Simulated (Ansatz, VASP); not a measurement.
## Two plane-wave programs on InTe4W

```
CELL_PARAMETERS angstrom
4.83292 0.00000 0.00000
0.00000 4.83292 0.00000
0.00000 0.00000 7.39986
ATOMIC_POSITIONS crystal
In 0.00000 0.00000 0.00000
Te 0.50000 0.00000 0.71118
Te 0.00000 0.50000 0.28882
Te 0.50000 0.00000 0.28882
Te 0.00000 0.50000 0.71118
W 0.50000 0.50000 0.50000
```

Change from the starting cell: species swapped into the NaHoF4 type (P4/mmm, No. 123).

Alike in both runs: task relaxation of cell and atoms; functional PBE; k mesh 8 × 8 × 6; occupations gaussian, width 0.1 eV; no spin polarisation.

|  | VASP | Ansatz |
| --- | --- | --- |
| version | VASP 6.6.1 | Ansatz 0.2.0 |
| potentials or method | VASP PAW PBE potentials, release 64 (In_d, Te, W_sv), cutoff 600 eV | scalar-relativistic, plane waves, PAW |
| valence electrons in the cell | 51 | 91 |

|  | VASP | Ansatz | Ansatz less VASP |
| --- | --- | --- | --- |
| gap on the k mesh at the Fermi level, each at its own relaxed structure (eV) | none | none | - |
| relaxed volume (Å³/atom) | 29.03 | 29.02 | -0.002 |
| relaxed length of the cell vector where the two differ most in proportion (Å) | 4.764 | 4.764 | -0.0002 |

A gap of «none» marks a metal or a gap that the smearing closes. VASP's potentials hold 51 valence electrons a cell and Ansatz's 91, so a difference there can come from the potentials and not from the codes.

Neither program's run includes spin-orbit coupling.
